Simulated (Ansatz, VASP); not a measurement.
# Two plane-wave programs on RbBr

Contents of INCAR:

```
PREC     = Accurate       # precision mode
ENCUT    = 520            # plane-wave cutoff, eV
EDIFF    = 1E-6           # SCF threshold, eV
ISMEAR   = 0              # smearing method
SIGMA    = 0.01           # smearing width, eV
LREAL    = F              # projectors in reciprocal space
LASPH    = T              # aspherical terms in the spheres
NELM     = 60             # most SCF steps
ALGO     = Normal         # electronic algorithm
ISIF     = 2              # what is computed and relaxed
LWAVE    = F              # write WAVECAR
LCHARG   = F              # write CHGCAR
GGA      = PE             # functional
NBANDS   = 15             # bands
```

Contents of KPOINTS:

```
regular mesh
0
Gamma
  6 6 6
```

Contents of POSCAR:

```
RbBr
1.0
    0.0000000000      3.2840391700      3.2840391700
    3.2840391700      0.0000000000      3.2840391700
    3.2840391700      3.2840391700      0.0000000000
Rb Br
1 1
Direct
    0.0000000000      0.0000000000      0.0000000000
    0.5000000000      0.5000000000      0.5000000000
```

Input for Ansatz:

```yaml
crystal:
  lattice:
    - [0.0, 3.2840391700308325, 3.2840391700308325]
    - [3.2840391700308325, 0.0, 3.2840391700308325]
    - [3.2840391700308325, 3.2840391700308325, 0.0]
  atoms:
    - { symbol: Rb, position: [0.0, 0.0, 0.0] }
    - { symbol: Br, position: [0.5, 0.5, 0.5] }
basis:
  ecutwfc: 571.4391111657479
kpoints:
  mp_grid:
    grid: [6, 6, 6]
hamiltonian:
  xc: pbe
scf:
  occupations:
    method: fixed
output:
  stress: true
```

Alike in both runs: task single point; functional PBE; k mesh 6 × 6 × 6; no spin polarisation.

|  | VASP | Ansatz |
| --- | --- | --- |
| version | VASP 6.6.1 | Ansatz 0.2.0 |
| potentials or method | VASP PAW PBE potentials, release 64 (Rb_sv, Br), cutoff 520 eV | plane waves, PAW |
| occupations | gaussian, width 0.01 eV | fixed |
| valence electrons in the cell | 16 | 16 |

|  | VASP | Ansatz | Ansatz less VASP |
| --- | --- | --- | --- |
| pressure (GPa) | 3.9 | 3.9 | -0.05 |
